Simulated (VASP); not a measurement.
A run of VASP 6.6.1 is set up as follows.

File INCAR:

```
  PREC = Accurate
  ENCUT = 520
  EDIFF = 1E-7
  ISMEAR = -1
  SIGMA = 0.05
  LREAL = False
  LASPH = True
  NELM = 150
  ALGO = Normal
  ISIF = 2
  LWAVE = False
  LCHARG = True
  ISPIN = 2
  MAGMOM = 1.27 1.27 1.27 1.27 0 0 0 0
  LORBIT = 11
  LMAXMIX = 4
  GGA = PE
  LELF = True
  LVHAR = True
  NBANDS = 58
```

KPOINTS

```
regular mesh
0
Gamma
  8 8 8
```

File POSCAR:

```
FeGe
1.0
    4.6626167344      0.0000000000      0.0000000000
    0.0000000000      4.6626167344      0.0000000000
    0.0000000000      0.0000000000      4.6626167344
Fe Ge
4 4
Direct
    0.1349101328      0.1349101328      0.1349101328
    0.3650898672      0.8650898672      0.6349101328
    0.6349101328      0.3650898672      0.8650898672
    0.8650898672      0.6349101328      0.3650898672
    0.8417623852      0.8417623852      0.8417623852
    0.6582376148      0.1582376148      0.3417623852
    0.3417623852      0.6582376148      0.1582376148
    0.1582376148      0.3417623852      0.6582376148
```

Potentials or basis: VASP PAW PBE potentials, release 64 (Fe, Ge_d).

Command:

```bash
$ cat potpaw_PBE.64/Fe/POTCAR potpaw_PBE.64/Ge_d/POTCAR > POTCAR
$ mpirun -np 1 vasp_std > vasp.out
```

(1) Predict the site moments.

(2) Predict the largest force.

(3) What does it give for the net moment?

(4) What does it give for the pressure?

## Answers

(1) Fe +1.16; Ge -0.08 μB.

(2) 0.008 eV/Å.

(3) 4.20 μB per cell.

(4) 0.4 GPa.
